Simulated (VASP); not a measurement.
**Cd: single point with LDA**

Cd:

```
Cd
1.0
    -1.44987    1.44987    1.44987
     1.44987   -1.44987    1.44987
     1.44987    1.44987   -1.44987
Cd
1
Direct
  0.00000 0.00000 0.00000
```

This cell differs from its parent crystal: volume scaled by 0.6.

```json
{
  "Program": "VASP 6.6.1",
  "Task": "single point",
  "Functional": "LDA",
  "Potentials or basis": "VASP PAW LDA potentials, release 64 (Cd)",
  "Cutoff": "520 eV",
  "k mesh": "15 × 15 × 15",
  "Occupations": "fermi-dirac, width 0.1 eV",
  "Spin": "no spin polarisation"
}
```

- Pressure: 144.1 GPa
- Band gap on the k mesh: zero (band 6 reaches 12.51 eV, above the bottom of band 7 at 9.93 eV)

Levels at points of the mesh, in eV from the Fermi level:
| k point | band 2 | band 3 | band 4 | band 5 | band 6 | band 7 | band 8 | band 9 | band 10 | band 11 |
| --- | --- | --- | --- | --- | --- | --- | --- | --- | --- | --- |
| (0.00, 0.00, 0.00) | -13.51 | -13.51 | -13.51 | -11.56 | -11.56 | 16.51 | 16.51 | 16.51 | 23.74 | 23.74 |

Wall time 8.5 s on 1 thread of Intel(R) Xeon(R) Platinum 8488C (Sapphire Rapids) (shared host), peak memory 0.13 GiB.
